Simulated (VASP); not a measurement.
# Ru (P6_3/mmc) in VASP: notebook, part 2 of 2

VASP 6.6.1. Earlier steps stand in the parts before.

## 3. Single point, PBEsol

This run uses another cell than the first one, of 9.33 Å³/atom.

File INCAR:

```
SYSTEM = Ru
PREC = Accurate ; ENCUT = 520
EDIFF = 1E-6 ; ISMEAR = -1
SIGMA = 0.08 ; LREAL = .False.
LASPH = .True. ; NELM = 60
ALGO = Normal ; ISIF = 2
LWAVE = .False. ; LCHARG = .True.
GGA = PS ; LELF = .True.
LVHAR = .True. ; NBANDS = 21
```

File KPOINTS:

```
regular mesh
0
Gamma
  18 18 10
  0 0 0
```

File POSCAR:

```
Ru
1.0
    2.3793875795      0.0000000000      0.0000000000
   -1.1896937897      2.0606100893      0.0000000000
    0.0000000000      0.0000000000      3.8042362143
Ru
2
Direct
    0.3333333333      0.6666666667      0.2500000000
    0.6666666667      0.3333333333      0.7500000000
```

Potentials or basis: VASP PAW PBE potentials, release 64 (Ru_pv).

Started as:

```sh
cat potpaw_PBE.64/Ru_pv/POTCAR > POTCAR
mpirun -np 1 vasp_std > vasp.out
```

OUTCAR:

```text
SYSTEM = Ru
   PREC = Accurate
   ENCUT = 520
   EDIFF = 1E-6
   ISMEAR = -1
   LREAL = .False.
   LASPH = .True.
   NELM = 60
   ISIF = 2
   GGA = PS

 ion  position               nearest neighbor table
   1  0.333  0.667  0.250-   2 2.35   2 2.35   2 2.35   2 2.35   2 2.35   2 2.35   2 3.34   2 3.34
                             2 3.34   2 3.34   2 3.34   2 3.34
   2  0.667  0.333  0.750-   1 2.35   1 2.35   1 2.35   1 2.35   1 2.35   1 2.35   1 3.34   1 3.34
                             1 3.34   1 3.34   1 3.34   1 3.34

  LATTYP: Found a hexagonal cell.
 ALAT       =     2.3793875795
 C/A-ratio  =     1.5988299876

  Lattice vectors:

 A1 = (   2.3793875795,   0.0000000000,   0.0000000000)
 A2 = (  -1.1896937897,   2.0606100893,   0.0000000000)
 A3 = (   0.0000000000,   0.0000000000,   3.8042362143)

Analysis of symmetry for initial positions (statically):
=====================================================================
 Subroutine PRICEL returns:
 Original cell was already a primitive cell.

 Routine SETGRP: Setting up the symmetry group for a
 hexagonal supercell.

 Subroutine GETGRP returns: Found 24 space group operations
[... 160 lines left out ...]
  ---------------------------------------------------
  ext. energy  EPLUGINS =         0.00000000
  ---------------------------------------------------
  free energy    TOTEN  =       -15.23956193 eV

  energy without entropy =      -15.21868224  energy(sigma->0) =      -15.22912209

 E-fermi :  20.8862     XC(G=0): -16.7272

 val. band max:       20.8846543225   @ k =   0.2778   0.0556   0.1000
 cond. band min:      20.8895940950   @ k =   0.3889   0.1667   0.3000
 fundamental gap:      0.0049397725
 Fermi energy:        20.8862468806

 k-point     1 :       0.0000    0.0000    0.0000
  band No.  band energies     occupation
      1     -25.0674      2.00000
      2     -22.0515      2.00000
      3     -22.0515      2.00000
      4     -21.5645      2.00000
      5     -21.5645      2.00000
      6     -21.4691      2.00000
[... 565 lines left out ...]
     20      32.4678      0.00000
     21      36.0289      0.00000

 [... further k-points ...]
[... 5 lines left out ...]
  --------------------------------------------------------------------------------------
  -------------------------------------------------------------------------------------
  Total       33.2071246     33.2071246     33.2415366      0.0000000      0.0000000      0.0000000
  in kB     2852.4192976   2852.4192976   2855.3752140      0.0000001      0.0000000      0.0000000
  external PRESSURE =    2853.4046031 kB  Pullay stress =       0.0000000 kB

 VOLUME and BASIS-vectors are now :
 -----------------------------------------------------------------------------
  energy-cutoff  :      520.00
  volume of cell :       18.65
      direct lattice vectors                 reciprocal lattice vectors
     2.379387579  0.000000000  0.000000000     0.420276213  0.242646584  0.000000000
    -1.189693790  2.060610089  0.000000000     0.000000000  0.485293169  0.000000000
     0.000000000  0.000000000  3.804236214     0.000000000  0.000000000  0.262864855

 POSITION                                       TOTAL-FORCE (eV/Angst)
 -----------------------------------------------------------------------------------
     -0.00000      1.37374      0.95106         0.000000     -0.000000      0.000000
      1.18969      0.68687      2.85318         0.000000      0.000000      0.000000
 -----------------------------------------------------------------------------------
    total drift:                               -0.000000      0.000000     -0.000000

  FREE ENERGIE OF THE ION-ELECTRON SYSTEM (eV)
  ---------------------------------------------------
  free  energy   TOTEN  =       -15.2395619269 eV

  energy  without entropy=      -15.2186822445  energy(sigma->0) =      -15.22912209
```

OSZICAR:

```text
N       E                     dE             d eps       ncg     rms          rms(c)
DAV:   1     0.292719142675E+03    0.29272E+03   -0.17245E+04  9364   0.157E+03
DAV:   2    -0.101800502425E+02   -0.30290E+03   -0.29283E+03  9514   0.467E+02
DAV:   3    -0.161813276783E+02   -0.60013E+01   -0.59682E+01 11459   0.739E+01
DAV:   4    -0.162152570091E+02   -0.33929E-01   -0.33846E-01 10233   0.570E+00
DAV:   5    -0.162154717139E+02   -0.21470E-03   -0.21449E-03 10245   0.446E-01    0.480E+01
DAV:   6    -0.154363119940E+02    0.77916E+00   -0.98248E-01 10379   0.104E+01    0.227E+01
DAV:   7    -0.152492510894E+02    0.18706E+00   -0.39830E-01 10419   0.613E+00    0.225E+00
DAV:   8    -0.152399700949E+02    0.92810E-02   -0.36226E-02 10244   0.227E+00    0.546E-01
DAV:   9    -0.152395492231E+02    0.42087E-03   -0.41259E-04 10514   0.253E-01    0.358E-02
DAV:  10    -0.152395629113E+02   -0.13688E-04   -0.29038E-05 10424   0.532E-02    0.264E-02
DAV:  11    -0.152395619269E+02    0.98437E-06   -0.32279E-06 10083   0.190E-02
   1 F= -.15239562E+02 E0= -.15229122E+02  d E =-.208797E-01
```

stdout:

```text
POSCAR found type information on POSCAR Ru
 POSCAR found :  1 types and       2 ions
 scaLAPACK will be used
 -----------------------------------------------------------------------------
|                                                                             |
|                                                                             |
|     You enforced a specific xc type in the INCAR file but a different       |
|     I HOPE YOU KNOW WHAT YOU ARE DOING!                                     |
|                                                                             |
 -----------------------------------------------------------------------------

 LDA part: xc-table for (Slater+PW92), standard interpolation
 POSCAR, INCAR and KPOINTS ok, starting setup
 FFT: planning ... GRIDC
 FFT: planning ... GRID_SOFT
 FFT: planning ... GRID
 WAVECAR not read
 entering main loop
```

Wall time 1.8 min (1 thread of Intel Xeon 8259CL, shared host); peak memory 0.19 GiB.

Results:

| Property | Result |
| --- | --- |
| Free energy | -15.2396 eV |
| Pressure | 285.3 GPa |
| Band gap on the k mesh | zero (bands 14 and 15 overlap by 5.65 eV) |

Caveat: the cell stands under pressure; the PAW data sets were made with another functional, which shifts forces and pressure a little.
